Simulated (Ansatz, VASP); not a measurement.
**Two plane-wave programs on Al2Cu**

```
Al Cu
1.0
    -3.08670    3.08670    2.31920
     3.08670   -3.08670    2.31920
     3.08670    3.08670   -2.31920
Al Cu
4 2
Direct
  0.15872 0.65872 0.81744
  0.65872 0.84128 0.50000
  0.84128 0.34128 0.18256
  0.34128 0.15872 0.50000
  0.75000 0.75000 0.00000
  0.25000 0.25000 0.00000
```

Alike in both runs: task single point; functional PBE; k mesh 10 × 10 × 10; occupations gaussian, width 0.15 eV; no spin polarisation.

|  | VASP | Ansatz |
| --- | --- | --- |
| version | VASP 6.6.1 | Ansatz 0.2.0 |
| potentials or method | VASP PAW PBE potentials, release 64 (Al, Cu), cutoff 520 eV | scalar-relativistic, plane waves, PAW |
| valence electrons in the cell | 34 | 50 |

VASP gave:

| Item | Value |
| --- | --- |
| gap on the k mesh at the Fermi level (eV) | none |
| pressure (GPa) | 1.9 |
| traceless stress, the component that is largest in VASP (GPa) | 7.41 |
| rms of the force components (eV/Å) | 0.093 |

What did Ansatz give for the same quantities?

gap on the k mesh at the Fermi level (eV): none; pressure (GPa): 1.7; traceless stress, the component that is largest in VASP (GPa): 7.43; rms of the force components (eV/Å): 0.091.

Atom by atom the forces differ by 0.002 eV/Å (rms over components). A gap of «none» marks a metal or a gap that the smearing closes. VASP's potentials hold 34 valence electrons a cell and Ansatz's 50, so a difference there can come from the potentials and not from the codes.
